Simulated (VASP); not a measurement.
Wanted: the native input for a VASP 6.6.1 run.

* Task: single point
* Functional: PBE
* Potentials or basis: VASP PAW PBE potentials, release 64 (Ag)
* Cutoff: 520 eV
* k mesh: 10 × 10 × 10
* Occupations: gaussian, width 0.15 eV
* Spin: no spin polarisation
* Dipole correction: no
* Further INCAR settings: ALGO = Fast; EDIFF = 1e-07; NBANDS = 12

The structure of Ag lies in POSCAR:

```
Ag
1.0
    0.0000000000      2.0431000000      1.8387900000
    2.0431000000      0.0000000000      1.8387900000
    2.0431000000      2.0431000000      0.0000000000
Ag
1
Direct
    0.0000000000      0.0000000000      0.0000000000
```

This cell differs from its parent crystal: strain -0.1000 x Voigt [0, 0, 1, 0, 0, 0].

These files were run (other wordings do the same):

INCAR

```
SYSTEM = Ag
PREC = Accurate ; ENCUT = 520
EDIFF = 1E-7 ; ISMEAR = 0
SIGMA = 0.15 ; LREAL = .False.
LASPH = .True. ; NELM = 60
ALGO = Fast ; ISIF = 2
LWAVE = .False. ; LCHARG = .True.
GGA = PE ; LELF = .True.
LVHAR = .True. ; NBANDS = 12
```

KPOINTS

```
regular mesh
0
Gamma
  10 10 10
  0 0 0
```

Potentials or basis: VASP PAW PBE potentials, release 64 (Ag).

The run is started by

```sh
$ cat potpaw_PBE.64/Ag/POTCAR > POTCAR
$ mpirun -np 1 vasp_std > vasp.out
```

It gave:

```
Pressure : 21.4 GPa
```

Caveat: the cell differs from its parent crystal (strain -0.1000 x Voigt [0, 0, 1, 0, 0, 0]).

Wall time 14 s on 1 thread of Intel(R) Xeon(R) Platinum 8375C CPU @ 2.90GHz (Ice Lake), on a shared host, peak memory 0.14 GiB.
